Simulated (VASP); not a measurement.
Write the native input for VASP 6.6.1 that does the following.

- Task: single point
- Functional: PBE
- Potentials or basis: VASP PAW PBE potentials, release 64 (Ni)
- Cutoff: 520 eV
- k mesh: 18 × 18 × 18
- Occupations: fermi-dirac, width 0.05 eV
- Spin: collinear spin, antiferromagnetic start
- Starting moments: [0.8, -0.8] μB
- Dipole correction: no
- Further INCAR settings: ALGO = Normal; EDIFF = 1e-07; NBANDS = 21

The structure of Ni lies in POSCAR:

```
Ni
1.0
    2.7926049959      0.0000000000      0.0000000000
    0.0000000000      2.7926049959      0.0000000000
    0.0000000000      0.0000000000      2.7926049959
Ni
2
Direct
    0.0000000000      0.0000000000      0.0000000000
    0.5000000000      0.5000000000      0.5000000000
```

This isn't the form of Ni at room conditions, which is fcc.

The input as run:

INCAR

```
SYSTEM = Ni
PREC = Accurate ; ENCUT = 520
EDIFF = 1E-7 ; ISMEAR = -1
SIGMA = 0.05 ; LREAL = .False.
LASPH = .True. ; NELM = 150
ALGO = Normal ; ISIF = 2
LWAVE = .False. ; LCHARG = .False.
ISPIN = 2 ; MAGMOM = 0.8 -0.8
LORBIT = 11 ; LMAXMIX = 4
GGA = PE ; NBANDS = 21
```

KPOINTS

```
regular mesh
0
Gamma
  18 18 18
  0 0 0
```

Potentials or basis: VASP PAW PBE potentials, release 64 (Ni).

Launch:

```console
$ cat potpaw_PBE.64/Ni/POTCAR > POTCAR
$ mpirun -np 1 vasp_std > vasp.out
```

It gave:

```
Pressure                                              : 0.0 GPa
Band gap on the k mesh                                : zero (filled and empty bands overlap)
Net moment                                            : 0.00 μB per cell
Valence electrons inside the program's atomic spheres : Ni 9.31
```

Caveat: the moments typed at the start vanished in this run.

It took 3.8 min on 1 thread of AMD EPYC 7R13, on a shared host, peak memory 0.26 GiB.
